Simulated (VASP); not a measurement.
# AlN (R-3m) in VASP: notebook

The runs below take AlN through single point, with LDA.

Everything below comes from runs of VASP 6.6.1. Logs are shortened: lines on timing, memory, paths and dates and some standing lists are left out, and cuts for length are marked.

### 1 The cell of the first run

It takes space group R-3m (No. 166, trigonal). Conventional cell: a = 2.566 Å, b = 2.566 Å, c = 8.862 Å, α = 90.00°, β = 90.00°, γ = 120.00°. Al (site symmetry -3m) has 6 N at 2.09 Å and 6 Al at 2.57 Å within 2.8 Å. N (site symmetry -3m) has 6 Al at 2.09 Å and 6 N at 2.57 Å within 2.8 Å.

### 2 Single point, LDA

File INCAR:

```
PREC = Accurate
ENCUT = 520
EDIFF = 1E-6
ISMEAR = 0
SIGMA = 0.05
LREAL = False
LASPH = True
NELM = 60
ALGO = Normal
ISIF = 2
LWAVE = False
LCHARG = False
NBANDS = 11
```

File KPOINTS:

```
regular mesh
0
Gamma
  10 10 10
```

File POSCAR:

```
AlN
1.0
    0.4959232049      2.3102763936      2.3102763936
    2.3102763936      0.4959232049      2.3102763936
    2.3102763936      2.3102763936      0.4959232049
Al N
1 1
Direct
    0.5000000000      0.5000000000      0.5000000000
    0.0000000000      0.0000000000      0.0000000000
```

Potentials or basis: VASP PAW LDA potentials, release 64 (Al, N).

The run is started by

```bash
$ cat potpaw_LDA.64/Al/POTCAR potpaw_LDA.64/N/POTCAR > POTCAR
$ mpirun -np 1 vasp_std > vasp.out
```

OUTCAR:

```text
PREC = Accurate
   ENCUT = 520
   EDIFF = 1E-6
   ISMEAR = 0
   LREAL = False
   LASPH = True
   NELM = 60
   ISIF = 2

 ion  position               nearest neighbor table
   1  0.500  0.500  0.500-   2 2.09   2 2.09   2 2.09   2 2.09   2 2.09   2 2.09
   2  0.000  0.000  0.000-   1 2.09   1 2.09   1 2.09   1 2.09   1 2.09   1 2.09

  LATTYP: Found a trigonal (rhomboedric) cell.
 ALAT       =     3.3046473117
 COS(alpha) =     0.6985651702

  Lattice vectors:

 A1 = (   0.4959232049,   2.3102763936,   2.3102763936)
 A2 = (   2.3102763936,   0.4959232049,   2.3102763936)
 A3 = (   2.3102763936,   2.3102763936,   0.4959232049)

Analysis of symmetry for initial positions (statically):
=====================================================================
 Subroutine PRICEL returns:
 Original cell was already a primitive cell.

 Routine SETGRP: Setting up the symmetry group for a
 trigonal (rhombohedral) supercell.

 Subroutine GETGRP returns: Found 12 space group operations
 (whereof 12 operations were pure point group operations)
 out of a pool of 12 trial point group operations.

The static configuration has the point symmetry D_3d.

Analysis of symmetry for dynamics (positions and initial velocities):
=====================================================================
 Subroutine PRICEL returns:
 Original cell was already a primitive cell.

 Routine SETGRP: Setting up the symmetry group for a
 trigonal (rhombohedral) supercell.

 Subroutine GETGRP returns: Found 12 space group operations
 (whereof 12 operations were pure point group operations)
 out of a pool of 12 trial point group operations.

The dynamic configuration has the point symmetry D_3d.

 Subroutine INISYM returns: Found 12 space group operations
 (whereof 12 operations are pure point group operations),
 and found     1 'primitive' translations

----------------------------------------------------------------------------------------

                                     Primitive cell

  volume of cell :      16.8428

  direct lattice vectors                    reciprocal lattice vectors
     0.495923205  2.310276394  2.310276394    -0.302291395  0.248869209  0.248869209
     2.310276394  0.495923205  2.310276394     0.248869209 -0.302291395  0.248869209
     2.310276394  2.310276394  0.495923205     0.248869209  0.248869209 -0.302291395

  length of vectors
     3.304647312  3.304647312  3.304647312     0.463952427  0.463952427  0.463952427

[... 87 lines left out ...]
   ISYM   =      2    0-nonsym 1-usesym 2-fastsym
   POTIM  = 0.5000    time-step for ionic-motion
   TEBEG  =    0.0;   TEEND  =   0.0 temperature during run
   PSTRESS=    0.0 pullay stress
   NELECT =       8.0000    total number of electrons
   NUPDOWN=      -1.0000    fix difference up-down
   EMIN   =  10.00;   EMAX   =-10.00  energy-range for DOS
   EFERMI =   0.00;   METHOD = LEGACY
   ISMEAR =     0;   SIGMA  =   0.05  broadening in eV -4-tet -1-fermi 0-gaus
   EFERMI_NEDOS =   21; number of points for ismear=-14 and -15
   IALGO  =     38    algorithm
   IMIX   =      4    mixing-type and parameters
     AMIX     =   0.40;   BMIX     =  1.00
     AMIX_MAG =   1.60;   BMIX_MAG =  1.00
  volume/ion in A,a.u.               =       8.42        56.83
  Fermi-wavevector in a.u.,A,eV,Ry     =   1.277321  2.413786 22.198561  1.631548
  Thomas-Fermi vector in A             =   2.409927
   LORBIT       =      0    0 simple, 1 ext, 2 COOP (PROOUT), +10 PAW based schemes
   GGA     = CA    functional components
   LHFCALC =     F    Hartree Fock is set to
   AEXX    =    0.0000 exact exchange contribution
   IVDW    =     0    specifies the selected vdW correction
   LEPSILON=     F    determine dielectric tensor
   LRPA    =     F    only Hartree local field effects (RPA)
 non-spin polarized calculation
 Gauss-broadening in eV      SIGMA  =   0.05
  energy-cutoff  :      520.00
  volume of cell :       16.84
 maximum number of plane-waves:       466
 NGX is ok and might be reduce to    28

 number of electron       8.0000000 magnetization

 Free energy of the ion-electron system (eV)
  ---------------------------------------------------
  ext. energy  EPLUGINS =         0.00000000
  ---------------------------------------------------
  free energy    TOTEN  =       -13.27858839 eV

  energy without entropy =      -13.27769786  energy(sigma->0) =      -13.27814313

 E-fermi :  11.4561     XC(G=0): -12.5595

 val. band max:       11.4392679603   @ k =   0.5000   0.4000   0.0000
 cond. band min:      11.4645163156   @ k =   0.4000   0.3000   0.3000
 fundamental gap:      0.0252483554
 Fermi energy:        11.4561448043

 k-point     1 :       0.0000    0.0000    0.0000
  band No.  band energies     occupation
      1      -7.5348      2.00000
      2       5.8848      2.00000
      3       9.4344      2.00000
      4      11.9187      0.00000
      5      11.9187      0.00000
      6      22.6904      0.00000
      7      24.5071      0.00000
      8      24.6350      0.00000
      9      24.6350      0.00000
     10      29.3154      0.00000
     11      29.3154      0.00000
[... 309 lines left out ...]
 k-point    24 :       0.4000    0.3000    0.0000
  band No.  band energies     occupation
      1      -4.1981      2.00000
      2       3.8578      2.00000
      3       6.1275      2.00000
      4       9.2120      2.00000
      5      12.6768      0.00000
      6      17.0485      0.00000
      7      20.1181      0.00000
      8      24.8228      0.00000
      9      26.1175      0.00000
     10      29.4525      0.00000
     11      31.3068      0.00000

 [... further k-points ...]

------------------------ aborting loop because EDIFF is reached ----------------------------------------

  FORCE on cell =-STRESS in cart. coord.  units (eV):
  Direction    XX          YY          ZZ          XY          YZ          ZX
  --------------------------------------------------------------------------------------
  -------------------------------------------------------------------------------------
  Total        0.7259576      0.7259576      0.7259576     -7.7043885     -7.7043885     -7.7043885
  in kB       69.0569257     69.0569257     69.0569257   -732.8821647   -732.8821647   -732.8821647
  external PRESSURE =      69.0569257 kB  Pullay stress =       0.0000000 kB

 VOLUME and BASIS-vectors are now :
 -----------------------------------------------------------------------------
  energy-cutoff  :      520.00
  volume of cell :       16.84
      direct lattice vectors                 reciprocal lattice vectors
     0.495923205  2.310276394  2.310276394    -0.302291395  0.248869209  0.248869209
     2.310276394  0.495923205  2.310276394     0.248869209 -0.302291395  0.248869209
     2.310276394  2.310276394  0.495923205     0.248869209  0.248869209 -0.302291395

 POSITION                                       TOTAL-FORCE (eV/Angst)
 -----------------------------------------------------------------------------------
      2.55824      2.55824      2.55824        -0.000000     -0.000000     -0.000000
      0.00000      0.00000      0.00000         0.000000      0.000000      0.000000
 -----------------------------------------------------------------------------------
    total drift:                               -0.000000     -0.000000      0.000000

  FREE ENERGIE OF THE ION-ELECTRON SYSTEM (eV)
  ---------------------------------------------------
  free  energy   TOTEN  =       -13.2785883872 eV

  energy  without entropy=      -13.2776978628  energy(sigma->0) =      -13.27814313
```

OSZICAR:

```text
N       E                     dE             d eps       ncg     rms          rms(c)
DAV:   1     0.589939905395E+01    0.58994E+01   -0.39776E+03  2552   0.660E+02
DAV:   2    -0.146897098260E+02   -0.20589E+02   -0.19314E+02  3183   0.109E+02
DAV:   3    -0.152566239565E+02   -0.56691E+00   -0.56528E+00  3202   0.150E+01
DAV:   4    -0.152580371480E+02   -0.14132E-02   -0.14131E-02  2812   0.916E-01
DAV:   5    -0.152580442346E+02   -0.70866E-05   -0.70875E-05  3079   0.652E-02    0.768E+00
DAV:   6    -0.133295084009E+02    0.19285E+01   -0.10314E+01  2750   0.153E+01    0.258E+00
DAV:   7    -0.133006824295E+02    0.28826E-01   -0.13980E-01  2837   0.289E+00    0.171E+00
DAV:   8    -0.132802225257E+02    0.20460E-01   -0.47447E-02  2819   0.160E+00    0.496E-01
DAV:   9    -0.132787200600E+02    0.15025E-02   -0.22940E-03  2795   0.302E-01    0.154E-01
DAV:  10    -0.132785925660E+02    0.12749E-03   -0.28922E-04  3041   0.115E-01    0.241E-02
DAV:  11    -0.132785896680E+02    0.28979E-05   -0.43296E-05  2900   0.358E-02    0.116E-02
DAV:  12    -0.132785894457E+02    0.22237E-06   -0.17575E-05  2765   0.188E-02    0.648E-03
DAV:  13    -0.132785883980E+02    0.10477E-05   -0.45082E-06  2584   0.907E-03    0.908E-04
DAV:  14    -0.132785883872E+02    0.10768E-07   -0.79168E-08  1324   0.185E-03
   1 F= -.13278588E+02 E0= -.13278143E+02  d E =-.890524E-03
```

Run time: 55 s. Hardware: 1 thread of Intel Xeon 8259CL, shared host; peak memory 0.15 GiB.

What came out:

```yaml
Free_energy: -13.2786 eV
Pressure: 6.9 GPa
Band_gap_on_the_k_mesh: zero (band 4 reaches 11.92 eV, above the bottom of band 5 at 11.05 eV)
```

### 3 Single point, LDA

This run uses another cell than the first one, of the same volume but with other edges.

INCAR: that of step 2 with these lines changed.

```diff
@@ -7,3 +7,3 @@
 LASPH = True
-NELM = 60
+NELM = 80
 ALGO = Normal
```

KPOINTS is that of step 2.

File POSCAR:

```
AlN
1.0
   -0.6432500846      1.7689377327      1.7689377327
    1.7689377327     -0.6432500846      1.7689377327
    1.7689377327      1.7689377327     -0.6432500846
Al N
1 1
Direct
    0.5000000000      0.5000000000      0.5000000000
    0.0000000000      0.0000000000      0.0000000000
```

Potentials or basis: VASP PAW LDA potentials, release 64 (Al, N).

The run is started by

```bash
$ cat potpaw_LDA.64/Al/POTCAR potpaw_LDA.64/N/POTCAR > POTCAR
$ mpirun -np 1 vasp_std > vasp.out
```

Wall time 22 s (1 thread of Intel Xeon 8259CL, shared host); peak memory 0.13 GiB.

It converged, with:

```
Free energy            : -13.3938 eV
Pressure               : 0.4 GPa
Band gap on the k mesh : zero (band 4 reaches 11.18 eV, above the bottom of band 5 at 10.62 eV)
```

Stress tensor (GPa, compression positive):
```
 0.43 20.76 20.76
20.76  0.43 20.76
20.76 20.76  0.43
```

Levels at points of the mesh, in eV from the Fermi level:
| k point | band 1 | band 2 | band 3 | band 4 | band 5 | band 6 | band 7 | band 8 | band 9 |
| --- | --- | --- | --- | --- | --- | --- | --- | --- | --- |
| (0.00, 0.00, 0.00) | -18.48 | -1.89 | -1.89 | -0.30 | 1.87 | 6.70 | 6.70 | 14.31 | 17.13 |
| (0.50, 0.00, 0.00) | -15.60 | -10.35 | -1.19 | 0.04 | 4.97 | 8.23 | 10.89 | 10.99 | 13.86 |
| (0.50, 0.50, 0.00) | -13.51 | -7.95 | -6.78 | -0.94 | 0.24 | 9.41 | 10.46 | 11.26 | 16.44 |
| (0.50, 0.50, 0.50) | -11.84 | -5.95 | -4.64 | -4.64 | 0.43 | 2.95 | 2.95 | 8.76 | 16.70 |

### 4 Single point, LDA

This run uses another cell than the first one, of the same volume but with other edges.

File INCAR:

```
SYSTEM = AlN
PREC = Accurate
ENCUT = 520
EDIFF = 1E-6
ISMEAR = 0
SIGMA = 0.05
LREAL = .False.
LASPH = .True.
NELM = 100
ALGO = Normal
ISIF = 2
LWAVE = .False.
LCHARG = .False.
NBANDS = 11
```

File KPOINTS:

```
regular mesh
0
Gamma
  10 10 10
  0 0 0
```

File POSCAR:

```
AlN
1.0
    0.2552739653      2.1698287047      2.1698287047
    2.1698287047      0.2552739653      2.1698287047
    2.1698287047      2.1698287047      0.2552739653
Al N
1 1
Direct
    0.5000000000      0.5000000000      0.5000000000
    0.0000000000      0.0000000000      0.0000000000
```

Potentials or basis: VASP PAW LDA potentials, release 64 (Al, N).

The run is started by

```bash
$ cat potpaw_LDA.64/Al/POTCAR potpaw_LDA.64/N/POTCAR > POTCAR
$ mpirun -np 1 vasp_std > vasp.out
```

OUTCAR:

```text
SYSTEM = AlN
   PREC = Accurate
   ENCUT = 520
   EDIFF = 1E-6
   ISMEAR = 0
   LREAL = .False.
   LASPH = .True.
   NELM = 100
   ISIF = 2

 ion  position               nearest neighbor table
   1  0.500  0.500  0.500-   2 2.05   2 2.05   2 2.05   2 2.05   2 2.05   2 2.05
   2  0.000  0.000  0.000-   1 2.05   1 2.05   1 2.05   1 2.05   1 2.05   1 2.05

  LATTYP: Found a trigonal (rhomboedric) cell.
 ALAT       =     3.0792008724
 COS(alpha) =     0.6134020619

  Lattice vectors:

 A1 = (   0.2552739653,   2.1698287047,   2.1698287047)
 A2 = (   2.1698287047,   0.2552739653,   2.1698287047)
[... 522 lines left out ...]

  FORCE on cell =-STRESS in cart. coord.  units (eV):
  Direction    XX          YY          ZZ          XY          YZ          ZX
  --------------------------------------------------------------------------------------
  -------------------------------------------------------------------------------------
  Total       -0.7453394     -0.7453394     -0.7453394     -4.5790000     -4.5790000     -4.5790000
  in kB      -70.9006245    -70.9006245    -70.9006245   -435.5786893   -435.5786893   -435.5786893
  external PRESSURE =     -70.9006245 kB  Pullay stress =       0.0000000 kB

 VOLUME and BASIS-vectors are now :
 -----------------------------------------------------------------------------
  energy-cutoff  :      520.00
  volume of cell :       16.84
      direct lattice vectors                 reciprocal lattice vectors
     0.255273965  2.169828705  2.169828705    -0.275666068  0.246648588  0.246648588
     2.169828705  0.255273965  2.169828705     0.246648588 -0.275666068  0.246648588
     2.169828705  2.169828705  0.255273965     0.246648588  0.246648588 -0.275666068

 POSITION                                       TOTAL-FORCE (eV/Angst)
 -----------------------------------------------------------------------------------
      2.29747      2.29747      2.29747        -0.000000      0.000000     -0.000000
      0.00000      0.00000      0.00000         0.000000     -0.000000      0.000000
 -----------------------------------------------------------------------------------
    total drift:                                0.000000     -0.000000     -0.000000

  FREE ENERGIE OF THE ION-ELECTRON SYSTEM (eV)
  ---------------------------------------------------
  free  energy   TOTEN  =       -15.4094865425 eV

  energy  without entropy=      -15.4094865425  energy(sigma->0) =      -15.40948654
```

stdout:

```text
POSCAR found type information on POSCAR AlN
 POSCAR found :  2 types and       2 ions
 scaLAPACK will be used
 LDA part: xc-table for (Slater(with rela. corr.)+CA(PZ))
 , standard interpolation
 POSCAR, INCAR and KPOINTS ok, starting setup
 FFT: planning ... GRIDC
 FFT: planning ... GRID_SOFT
 FFT: planning ... GRID
 WAVECAR not read
 entering main loop
```

It took 22 s on 1 thread of Intel Xeon 8259CL, shared host; peak memory 0.14 GiB.

Results:

```
Free energy            : -15.4095 eV
Pressure               : -7.1 GPa
Band gap on the k mesh : 1.70 eV, indirect (least direct gap 2.30 eV)
```

Stress tensor (GPa, compression positive):
```
 -7.09 -43.56 -43.56
-43.56  -7.09 -43.56
-43.56 -43.56  -7.09
```

Levels at points of the mesh, in eV from the valence-band top:
```tsv
k point	band 2	band 3	band 4	band 5	band 6	band 7
(0.00, 0.00, 0.00)	-3.01	0.00	0.00	2.30	10.00	12.60
(0.50, 0.00, 0.00)	-8.83	-3.24	-1.45	3.10	9.03	9.83
(0.50, 0.50, 0.00)	-8.31	-4.88	-2.46	1.70	5.79	10.76
(0.50, 0.50, 0.50)	-10.64	-0.69	-0.69	7.52	9.64	12.45
```

 A k mesh can miss the band edges.

[end of part 1 of 2]
